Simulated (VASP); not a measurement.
## I: electric field gradients with PBE

The system is I.

```
CELL_PARAMETERS angstrom
3.62750 -2.39750 0.00000
3.62750 2.39750 0.00000
0.00000 0.00000 9.78000
ATOMIC_POSITIONS crystal
I 0.85000 0.15000 0.11700
I 0.65000 0.35000 0.61700
I 0.15000 0.85000 0.88300
I 0.35000 0.65000 0.38300
```

```json
{
  "Program": "VASP 6.6.1",
  "Task": "electric field gradients",
  "Functional": "PBE",
  "Potentials or basis": "VASP PAW PBE potentials, release 64 (I)",
  "Cutoff": "520 eV",
  "k mesh": "6 × 6 × 3",
  "Occupations": "fermi-dirac, width 0.03 eV",
  "Spin": "no spin polarisation",
  "Dipole correction": "no",
  "Further INCAR settings": "ALGO = Normal; EDIFF = 1e-08; NBANDS = 22"
}
```

The pressure is 1.4 GPa. The largest force is 0.621 eV/Å and the band gap on the k mesh is 1.27 eV, indirect (least direct gap 1.37 eV).

Forces in eV/Å, atoms in the order of the input:
```
I    0.000  0.288  0.550
I    0.000 -0.288  0.550
I    0.000 -0.288 -0.550
I    0.000  0.288 -0.550
```

Stress tensor (GPa, compression positive):
```
1.30 0.00 0.00
0.00 0.95 0.00
0.00 0.00 1.93
```

Levels at points of the mesh, in eV from the valence-band top:
```
           k point  band 11  band 12  band 13  band 14  band 15  band 16  band 17  band 18
(0.00, 0.00, 0.00)    -1.07    -0.50    -0.06     0.00     1.37     2.18     5.28     5.35
(0.50, 0.00, 0.00)    -1.23    -1.23    -0.41    -0.41     2.25     2.25     5.48     5.48
(0.50, 0.50, 0.00)    -1.83    -1.35    -0.67    -0.26     1.27     1.81     5.16     5.90
```

Electric field gradients, principal values (V/Å²):
```
atom     least    middle  greatest (by size)
 1 I  -425.624  -750.397            1176.021
 2 I  -425.624  -750.397            1176.021
 3 I  -425.624  -750.397            1176.021
 4 I  -425.624  -750.397            1176.021
```

It took 67 s on 1 thread of Intel(R) Xeon(R) Platinum 8488C (Sapphire Rapids), on a shared host, peak memory 0.29 GiB.

Caveat: without QUAD_EFG the Cq values of the log hold for a quadrupole moment of 1 mb, not for the nuclei; spin-orbit coupling is left out, which moves the levels of the heavy elements. A k mesh can miss the band edges.
